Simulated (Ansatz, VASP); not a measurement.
# Two plane-wave programs on Al2Au

The input INCAR:

```
SYSTEM = Al2Au
PREC = Accurate
ENCUT = 520
EDIFF = 1E-6
ISMEAR = 0
SIGMA = 0.1
LREAL = .False.
LASPH = .True.
NELM = 100
ALGO = Fast
ISIF = 2
LWAVE = .False.
LCHARG = .False.
LDIPOL = .True.
IDIPOL = 3
DIPOL = 0.5 0.5 0.500
GGA = PE
NBANDS = 36
```

KPOINTS

```
regular mesh
0
Gamma
  9 9 1
  0 0 0
```

The input POSCAR:

```
Al2Au
1.0
    4.2856189452      0.0000000000      0.0000000000
   -2.1428094726      3.7114548774      0.0000000000
    0.0000000000      0.0000000000     23.7479830397
Al Au
6 3
Direct
    0.0000000000      0.0000000000      0.3158162943
    0.3333333333      0.6666666667      0.3894897766
    0.6666666667      0.3333333333      0.4631632589
    0.0000000000      0.0000000000      0.5368367411
    0.3333333333      0.6666666667      0.6105102234
    0.6666666667      0.3333333333      0.6841837057
    0.6666666667      0.3333333333      0.3526530354
    0.3333333333      0.6666666667      0.5000000000
    0.0000000000      0.0000000000      0.6473469646
```

Input for Ansatz:

```yaml
crystal:
  lattice:
    - [4.2856189452, 0.0, 0.0]
    - [-2.1428094726, 3.7114548774, 0.0]
    - [0.0, 0.0, 23.7479830397]
  atoms:
    - { symbol: Al, position: [0.0, 0.0, 0.3158162943] }
    - { symbol: Au, position: [0.6666666667, 0.3333333333, 0.3526530354] }
    - { symbol: Al, position: [0.3333333333, 0.6666666667, 0.3894897766] }
    - { symbol: Al, position: [0.6666666667, 0.3333333333, 0.4631632589] }
    - { symbol: Au, position: [0.3333333333, 0.6666666667, 0.5] }
    - { symbol: Al, position: [0.0, 0.0, 0.5368367411] }
    - { symbol: Al, position: [0.3333333333, 0.6666666667, 0.6105102234] }
    - { symbol: Au, position: [0.0, 0.0, 0.6473469646] }
    - { symbol: Al, position: [0.6666666667, 0.3333333333, 0.6841837057] }
basis:
  ecutwfc: 420
kpoints:
  mp_grid: { grid: [9, 9, 1] }
hamiltonian:
  xc: pbe
scf:
  occupations: { method: gaussian, width: 0.1 }
output:
  forces: true
  stress: true
  eigenvalues: true
  write_density: true
  write_potential: true
  elf: true
  volumetric_format: npy
efield:
  axis: 3
  dipole_correction: true
  ramp_width: 0.04
```

Alike in both runs: task single point; functional PBE; k mesh 9 × 9 × 1; occupations gaussian, width 0.1 eV; no spin polarisation.

|  | VASP | Ansatz |
| --- | --- | --- |
| version | VASP 6.6.1 | Ansatz 0.2.0 |
| potentials or method | VASP PAW PBE potentials, release 64 (Al, Au), cutoff 520 eV | scalar-relativistic, plane waves, PAW |
| valence electrons in the cell | 51 | 75 |

|  | VASP | Ansatz | Ansatz less VASP |
| --- | --- | --- | --- |
| gap on the k mesh at the Fermi level (eV) | none | none | - |
| rms of the force components (eV/Å) | 0.145 | 0.145 | -0.0003 |

A gap of «none» marks a metal or a gap that the smearing closes. The functional is the same, so the differences come from potentials, cutoffs and numerics. VASP's potentials hold 51 valence electrons a cell and Ansatz's 75, so a difference there can come from the potentials and not from the codes. Ansatz's warnings: xc potential rough in thin density.

Neither program's run includes spin-orbit coupling.
